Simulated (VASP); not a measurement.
# Pb (P6_3/mmc) in VASP: a series of runs

The runs below take Pb through single point, with r2SCAN.

Program: VASP 6.6.1. These are calculated values, not measurements. Logs are shortened: lines on timing, memory, paths and dates and some standing lists are left out, and cuts for length are marked.

### 1 The cell of the first run

It takes space group P6_3/mmc (No. 194, hexagonal). The conventional cell has a = 3.341 Å, b = 3.341 Å, c = 5.366 Å, α = 90.00°, β = 90.00°, γ = 120.00°. Within 4.3 Å of Pb (site symmetry -6m2) lie 12 Pb at 3.30 to 3.34 Å.

### 2 Single point, r2SCAN (strain -0.040 along x and y, -0.040 along z)

The input, POSCAR:

```
Pb
1.0
    3.3408006629      0.0000000000      0.0000000000
   -1.6704003315      2.8932182431      0.0000000000
    0.0000000000      0.0000000000      5.3664000000
Pb
2
Direct
    0.3333333333      0.6666666667      0.2500000000
    0.6666666667      0.3333333333      0.7500000000
```

The input, INCAR.step1:

```
  PREC = Accurate
  ENCUT = 520
  ISMEAR = 0
  SIGMA = 0.15
  LREAL = F
  LASPH = T
  NELM = 80
  NBANDS = 21
  GGA = PE
  ALGO = Normal
  EDIFF = 1E-4
  LWAVE = T
  LCHARG = F
```

The input, INCAR.step2:

```
  PREC = Accurate
  ENCUT = 520
  EDIFF = 1E-6
  ISMEAR = 0
  SIGMA = 0.15
  LREAL = F
  LASPH = T
  NELM = 80
  ALGO = Normal
  ISIF = 2
  LWAVE = F
  LCHARG = F
  METAGGA = R2SCAN
  LMIXTAU = T
  NBANDS = 21
  ISTART = 1
```

The input, KPOINTS:

```
regular mesh
0
Gamma
  18 18 10
```

Potentials or basis: VASP PAW PBE potentials, release 64 (Pb_d).

The run is started by

```console
> cat potpaw_PBE.64/Pb_d/POTCAR > POTCAR
> cp INCAR.step1 INCAR
> mpirun -np 1 vasp_std > vasp.out
> cp INCAR.step2 INCAR
> mpirun -np 1 vasp_std > vasp.out
```

OUTCAR:

```text
PREC = Accurate
   ENCUT = 520
   EDIFF = 1E-6
   ISMEAR = 0
   LREAL = F
   LASPH = T
   NELM = 80
   ISIF = 2
   METAGGA = R2SCAN
   ISTART = 1

 ion  position               nearest neighbor table
   1  0.333  0.667  0.250-   2 3.30   2 3.30   2 3.30   2 3.30   2 3.30   2 3.30
   2  0.667  0.333  0.750-   1 3.30   1 3.30   1 3.30   1 3.30   1 3.30   1 3.30

  LATTYP: Found a hexagonal cell.
 ALAT       =     3.3408006629
 C/A-ratio  =     1.6063215203

  Lattice vectors:

 A1 = (   3.3408006629,   0.0000000000,   0.0000000000)
 A2 = (  -1.6704003315,   2.8932182431,   0.0000000000)
 A3 = (   0.0000000000,   0.0000000000,   5.3664000000)

Analysis of symmetry for initial positions (statically):
=====================================================================
 Subroutine PRICEL returns:
 Original cell was already a primitive cell.

 Routine SETGRP: Setting up the symmetry group for a
 hexagonal supercell.

 Subroutine GETGRP returns: Found 24 space group operations
 (whereof 12 operations were pure point group operations)
 out of a pool of 24 trial point group operations.

The static configuration has the point symmetry D_3d.
 The point group associated with its full space group is D_6h.

Analysis of symmetry for dynamics (positions and initial velocities):
=====================================================================
 Subroutine PRICEL returns:
 Original cell was already a primitive cell.

 Routine SETGRP: Setting up the symmetry group for a
 hexagonal supercell.

 Subroutine GETGRP returns: Found 24 space group operations
 (whereof 12 operations were pure point group operations)
 out of a pool of 24 trial point group operations.

The dynamic configuration has the point symmetry D_3d.
 The point group associated with its full space group is D_6h.

 Subroutine INISYM returns: Found 24 space group operations
 (whereof 12 operations are pure point group operations),
 and found     1 'primitive' translations

----------------------------------------------------------------------------------------

                                     Primitive cell

  volume of cell :      51.8698

  direct lattice vectors                    reciprocal lattice vectors
[... 75 lines left out ...]
   NGX,Y,Z   is equivalent  to a cutoff of  13.93, 13.93, 12.39 a.u.
   NGXF,Y,Z  is equivalent  to a cutoff of  27.87, 27.87, 24.78 a.u.
 SYSTEM =  unknown system
   PREC   = accura    normal or accurate (medium, high low for compatibility)
   ISTART =      1    job   : 0-new  1-cont  2-samecut
   ICHARG =      0    charge: 1-file 2-atom 10-const
   ISPIN  =      1    spin polarized calculation?
   LNONCOLLINEAR =      F non collinear calculations
   LSORBIT =      F    spin-orbit coupling
   LASPH  =      T    aspherical Exc in radial PAW
   ENCUT  =  520.0 eV  38.22 Ry    6.18 a.u.   6.21  6.21  9.98*2*pi/ulx,y,z
   NELM   =     80;   NELMIN=  2; NELMDL=  0     # of ELM steps
   EDIFF  = 0.1E-05   stopping-criterion for ELM
   LREAL  =      F    real-space projection
   EDIFFG = 0.1E-04   stopping-criterion for IOM
   NSW    =      0    number of steps for IOM
   IBRION =     -1    ionic relax: 0-MD 1-quasi-New 2-CG
   NFREE  =      0    steps in history (QN), initial steepest desc. (CG)
   ISIF   =      2    stress and relaxation
   ISYM   =      2    0-nonsym 1-usesym 2-fastsym
   POTIM  = 0.5000    time-step for ionic-motion
   TEBEG  =    0.0;   TEEND  =   0.0 temperature during run
   PSTRESS=    0.0 pullay stress
   NELECT =      28.0000    total number of electrons
   NUPDOWN=      -1.0000    fix difference up-down
   EMIN   =  10.00;   EMAX   =-10.00  energy-range for DOS
   EFERMI =   0.00;   METHOD = LEGACY
   ISMEAR =     0;   SIGMA  =   0.15  broadening in eV -4-tet -1-fermi 0-gaus
   EFERMI_NEDOS =   21; number of points for ismear=-14 and -15
   IALGO  =     38    algorithm
   IMIX   =      4    mixing-type and parameters
     AMIX     =   0.40;   BMIX     =  1.00
     AMIX_MAG =   1.60;   BMIX_MAG =  1.00
  volume/ion in A,a.u.               =      25.93       175.02
  Fermi-wavevector in a.u.,A,eV,Ry     =   1.332977  2.518961 24.175199  1.776827
  Thomas-Fermi vector in A             =   2.461870
   LORBIT       =      0    0 simple, 1 ext, 2 COOP (PROOUT), +10 PAW based schemes
   METAGGA = R2SCAN    functional components
   LHFCALC =     F    Hartree Fock is set to
   AEXX    =    0.0000 exact exchange contribution
   IVDW    =     0    specifies the selected vdW correction
   LEPSILON=     F    determine dielectric tensor
   LRPA    =     F    only Hartree local field effects (RPA)
 non-spin polarized calculation
 Gauss-broadening in eV      SIGMA  =   0.15
  energy-cutoff  :      520.00
  volume of cell :       51.87
 maximum number of plane-waves:      1424
 NGX is ok and might be reduce to    28
   NGX = 13   NGY = 13   NGZ = 19

 number of electron      28.0000003 magnetization

 Free energy of the ion-electron system (eV)
  ---------------------------------------------------
  ext. energy  EPLUGINS =         0.00000000
  ---------------------------------------------------
  free energy    TOTEN  =      -112.20033196 eV

  energy without entropy =     -112.19059093  energy(sigma->0) =     -112.19546144

 E-fermi :   9.0940     XC(G=0): -11.8058

 val. band max:        9.0672123279   @ k =   0.1667   0.0000   0.4000
 cond. band min:       9.1138369515   @ k =   0.1667   0.0556   0.4000
 fundamental gap:      0.0466246235
 Fermi energy:         9.0940095373

 k-point     1 :       0.0000    0.0000    0.0000
  band No.  band energies     occupation
      1      -8.8771      2.00000
      2      -8.7674      2.00000
      3      -8.7483      2.00000
      4      -8.7483      2.00000
      5      -8.7085      2.00000
      6      -8.7085      2.00000
[... 565 lines left out ...]
     20      17.9185      0.00000
     21      23.0752      0.00000

 [... further k-points ...]
[... 5 lines left out ...]
  --------------------------------------------------------------------------------------
  -------------------------------------------------------------------------------------
  Total        3.6657412      3.6657412      4.4687310     -0.0000000      0.0000000      0.0000000
  in kB      113.2289761    113.2289761    138.0320690     -0.0000000      0.0000000      0.0000000
  external PRESSURE =     121.4966737 kB  Pullay stress =       0.0000000 kB

 VOLUME and BASIS-vectors are now :
 -----------------------------------------------------------------------------
  energy-cutoff  :      520.00
  volume of cell :       51.87
      direct lattice vectors                 reciprocal lattice vectors
     3.340800663  0.000000000  0.000000000     0.299329443  0.172817934  0.000000000
    -1.670400332  2.893218243  0.000000000     0.000000000  0.345635868  0.000000000
     0.000000000  0.000000000  5.366400000     0.000000000  0.000000000  0.186344663

 POSITION                                       TOTAL-FORCE (eV/Angst)
 -----------------------------------------------------------------------------------
     -0.00000      1.92881      1.34160        -0.000000     -0.000000      0.000000
      1.67040      0.96441      4.02480         0.000000      0.000000      0.000000
 -----------------------------------------------------------------------------------
    total drift:                                0.000000     -0.000000      0.000000

  FREE ENERGIE OF THE ION-ELECTRON SYSTEM (eV)
  ---------------------------------------------------
  free  energy   TOTEN  =      -112.2003319565 eV

  energy  without entropy=     -112.1905909251  energy(sigma->0) =     -112.19546144
```

OUTCAR.step1:

```text
PREC = Accurate
   ENCUT = 520
   ISMEAR = 0
   LREAL = F
   LASPH = T
[... 800 lines left out ...]
 -----------------------------------------------------------------------------------
     -0.00000      1.92881      1.34160        -0.000000      0.000000      0.000000
      1.67040      0.96441      4.02480         0.000000     -0.000000      0.000000
 -----------------------------------------------------------------------------------
    total drift:                                0.000000     -0.000000      0.000000

  FREE ENERGIE OF THE ION-ELECTRON SYSTEM (eV)
  ---------------------------------------------------
  free  energy   TOTEN  =        -6.6920134295 eV

  energy  without entropy=       -6.6821312131  energy(sigma->0) =       -6.68707232
```

Run time: 6.4 min. Hardware: 1 thread of AMD EPYC 9R45 (Zen 5), shared host; peak memory 0.29 GiB.

Results:

* Free energy: -112.2003 eV
* Pressure: 12.1 GPa
* Band gap on the k mesh: zero (band 14 reaches 15.85 eV, above the bottom of band 15 at 6.59 eV)

Stress tensor (GPa, compression positive):
```
11.32  0.00  0.00
 0.00 11.32  0.00
 0.00  0.00 13.80
```

Levels at points of the mesh, in eV from the Fermi level:
| k point | band 11 | band 12 | band 13 | band 14 | band 15 | band 16 | band 17 | band 18 |
| --- | --- | --- | --- | --- | --- | --- | --- | --- |
| (0.00, 0.00, 0.00) | -13.49 | -8.42 | -5.17 | 6.56 | 6.56 | 8.88 | 8.88 | 9.70 |
| (0.50, 0.00, 0.00) | -9.02 | -7.61 | -3.09 | -1.67 | -0.73 | 2.06 | 2.17 | 6.80 |
| (0.00, 0.00, 0.50) | -11.95 | -11.95 | 1.40 | 1.40 | 7.66 | 7.66 | 7.66 | 7.66 |
| (0.50, 0.00, 0.50) | -7.89 | -7.89 | -4.58 | -4.58 | 3.95 | 3.95 | 4.48 | 4.48 |

Caveat: the cell differs from its parent crystal (strain -0.040 along x and y, -0.040 along z); the PAW data sets were made with another functional, which shifts forces and pressure a little; spin-orbit coupling is left out, which moves the levels of the heavy elements.

### 3 Single point, r2SCAN (strain +0.040 along x and y, -0.040 along z)

The input, POSCAR:

```
Pb
1.0
    3.6192007182      0.0000000000      0.0000000000
   -1.8096003591      3.1343197634      0.0000000000
    0.0000000000      0.0000000000      5.3664000000
Pb
2
Direct
    0.3333333333      0.6666666667      0.2500000000
    0.6666666667      0.3333333333      0.7500000000
```

The input, INCAR.step1:

```
SYSTEM = Pb
  ALGO = Normal
  EDIFF = 1E-4
  ENCUT = 520
  GGA = PE
  ISMEAR = 0
  LASPH = .True.
  LCHARG = .False.
  LREAL = .False.
  LWAVE = .True.
  NBANDS = 21
  NELM = 100
  PREC = Accurate
  SIGMA = 0.15
```

The input, INCAR.step2:

```
SYSTEM = Pb
  ALGO = Normal
  EDIFF = 1E-6
  ENCUT = 520
  ISIF = 2
  ISMEAR = 0
  ISTART = 1
  LASPH = .True.
  LCHARG = .True.
  LELF = .True.
  LMIXTAU = .True.
  LREAL = .False.
  LVHAR = .True.
  LWAVE = .False.
  METAGGA = R2SCAN
  NBANDS = 21
  NELM = 100
  PREC = Accurate
  SIGMA = 0.15
```

The input, KPOINTS:

```
k-points
0
Gamma
  18 18 10
  0 0 0
```

Potentials or basis: VASP PAW PBE potentials, release 64 (Pb_d).

The run is started by

```console
> cat potpaw_PBE.64/Pb_d/POTCAR > POTCAR
> cp INCAR.step1 INCAR
> mpirun -np 1 vasp_std > vasp.out
> cp INCAR.step2 INCAR
> mpirun -np 1 vasp_std > vasp.out
```

It took 10 min on 1 thread of AMD EPYC 9R45 (Zen 5), shared host; peak memory 0.31 GiB.

The run converged. Its results:

| Item | Value |
| --- | --- |
| Free energy | -112.4710 eV |
| Pressure | 1.2 GPa |
| Band gap on the k mesh | zero (band 14 reaches 12.24 eV, above the bottom of band 15 at 4.90 eV) |

Stress tensor (GPa, compression positive):
```
0.04 0.00 0.00
0.00 0.04 0.00
0.00 0.00 3.56
```

Levels at points of the mesh, in eV from the Fermi level:
| k point | band 11 | band 12 | band 13 | band 14 | band 15 | band 16 | band 17 | band 18 |
| --- | --- | --- | --- | --- | --- | --- | --- | --- |
| (0.00, 0.00, 0.00) | -12.30 | -7.59 | -4.11 | 4.63 | 4.63 | 6.83 | 6.83 | 8.15 |
| (0.50, 0.00, 0.00) | -9.04 | -7.60 | -2.59 | -0.83 | -0.56 | 1.32 | 1.97 | 5.87 |
| (0.00, 0.00, 0.50) | -10.83 | -10.83 | 1.99 | 1.99 | 5.70 | 5.70 | 5.70 | 5.70 |
| (0.50, 0.00, 0.50) | -8.04 | -8.04 | -3.85 | -3.85 | 3.03 | 3.03 | 4.18 | 4.18 |

Caveat: the cell differs from its parent crystal (strain +0.040 along x and y, -0.040 along z); the PAW data sets were made with another functional, which shifts forces and pressure a little; spin-orbit coupling is left out, which moves the levels of the heavy elements.
